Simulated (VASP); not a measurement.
The system is BaTiO3.

```
Ba Ti O
1.0
     3.99980    0.00000    0.00000
     0.00000    3.99980    0.00000
     0.00000    0.00000    4.01800
Ba Ti O
1 1 3
Cartesian
  0.0000 0.0000 0.0000
  1.9999 1.9999 1.9688
  1.9999 1.9999 0.0763
  1.9999 0.0000 2.0773
  0.0000 1.9999 2.0773
```

Base run:

* Program: VASP 6.6.1
* Functional: PBE
* Potentials or basis: VASP PAW PBE potentials, release 64 (Ba_sv, Ti_sv, O)
* Cutoff: 520 eV
* k mesh: 4 × 4 × 4
* Occupations: gaussian, width 0.01 eV
* Spin: no spin polarisation
* Hubbard terms: Ti d U = 1.0 eV

Its results: band gap on the k mesh 1.87 eV (least direct gap 2.17 eV); pressure 5.0 GPa; largest force 0.168 eV/Å.

The run is repeated on the same cell with these changes: hubbard terms from Ti d U = 1.0 eV to Ti d U = 7.0 eV; further incar settings from ALGO = Normal; EDIFF = 1e-07; NBANDS = 28 to ALGO = Normal; EDIFF = 1e-06; NBANDS = 28. What comes out?

Band gap on the k mesh 2.65 eV (least direct gap 2.98 eV); pressure 10.0 GPa; largest force 0.871 eV/Å.

Caveats: the cell stands under pressure; spin-orbit coupling is left out, which moves the levels of the heavy elements.

A k mesh can miss the band edges.
